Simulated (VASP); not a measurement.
Crystal: Te.

```
Te
1.0
     4.36492    0.00000    0.00000
    -2.18246    3.78013    0.00000
     0.00000    0.00000    5.92400
Te
3
Direct
  0.73100 0.73100 0.00000
  0.00000 0.26900 0.66667
  0.26900 0.00000 0.33333
```

* Program: VASP 6.6.1
* Task: relaxation of the atoms
* Functional: PBE
* Potentials or basis: VASP PAW PBE potentials, release 64 (Te)
* Cutoff: 520 eV
* k mesh: 6 × 6 × 4
* Occupations: fermi-dirac, width 0.05 eV
* Spin: no spin polarisation

At the start: pressure 3.4 GPa; volume 32.58 Å³/atom.

Q: Where does the relaxation end?

A: Over 4 steps the energy falls by 9.1 meV/atom; space group P3_121 (No. 152, to 0.05 Å).

The path:
| step | energy change (eV) | largest force (eV/Å) | pressure (GPa) |
| --- | --- | --- | --- |
| 1 | 0.0000 | 0.3487 | 3.41 |
| 2 | -0.0145 | 0.2298 | 2.97 |
| 3 | -0.0270 | 0.0275 | 1.99 |
| 4 | -0.0272 | 0.0038 | 2.09 |

Final structure:
```
Te
1.0
     4.36492    0.00000    0.00000
    -2.18246    3.78013    0.00000
     0.00000    0.00000    5.92400
Te
3
Cartesian
  1.5672 2.7145 0.0000
  -0.6152 1.0656 3.9493
  1.2305 0.0000 1.9747
```
